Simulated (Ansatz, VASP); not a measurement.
# One calculation of Tl, two programs

The input INCAR:

```
PREC = Accurate
ENCUT = 520
EDIFF = 1E-7
ISMEAR = 0
SIGMA = 0.15
LREAL = F
LASPH = T
NELM = 60
ALGO = Fast
ISIF = 2
LWAVE = F
LCHARG = T
GGA = PE
IVDW = 12
LELF = T
LVHAR = T
NBANDS = 12
```

File KPOINTS:

```
Automatic mesh
0
Gamma
  16 16 16
```

The input POSCAR:

```
Tl
1.0
    0.0000000000      2.5033363515      2.3923509960
    2.5033363515      0.0000000000      2.3923509960
    2.5033363515      2.5033363515      0.0000000000
Tl
1
Direct
    0.0000000000      0.0000000000      0.0000000000
```

Input for Ansatz:

```yaml
crystal:
  lattice:
    - [0.0, 2.5033363515, 2.392350996]
    - [2.5033363515, 0.0, 2.392350996]
    - [2.5033363515, 2.5033363515, 0.0]
  atoms:
    - { symbol: Tl, position: [0.0, 0.0, 0.0] }
basis:
  ecutwfc: 420
kpoints:
  mp_grid: { grid: [16, 16, 16] }
hamiltonian:
  xc: pbe
  dispersion: d3bj
scf:
  occupations: { method: gaussian, width: 0.15 }
output:
  forces: true
  stress: true
  eigenvalues: true
```

Change from the starting cell: strain +0.015 along x and y, -0.030 along z, atoms carried along.

Alike in both runs: task single point; functional PBE; dispersion D3(BJ); k mesh 16 × 16 × 16; occupations gaussian, width 0.15 eV; no spin polarisation.

|  | VASP | Ansatz |
| --- | --- | --- |
| version | VASP 6.6.1 | Ansatz 0.2.0 |
| potentials or method | VASP PAW PBE potentials, release 64 (Tl_d), cutoff 520 eV | scalar-relativistic, plane waves, PAW |
| valence electrons in the cell | 13 | 13 |

|  | VASP | Ansatz | Ansatz less VASP |
| --- | --- | --- | --- |
| gap on the k mesh at the Fermi level (eV) | none | none | - |
| pressure (GPa) | -0.7 | -0.7 | +0.05 |
| traceless stress, the component that is largest in VASP (GPa) | 0.21 | 0.21 | +0.004 |

A gap of «none» marks a metal or a gap that the smearing closes.

Neither program's run includes spin-orbit coupling.
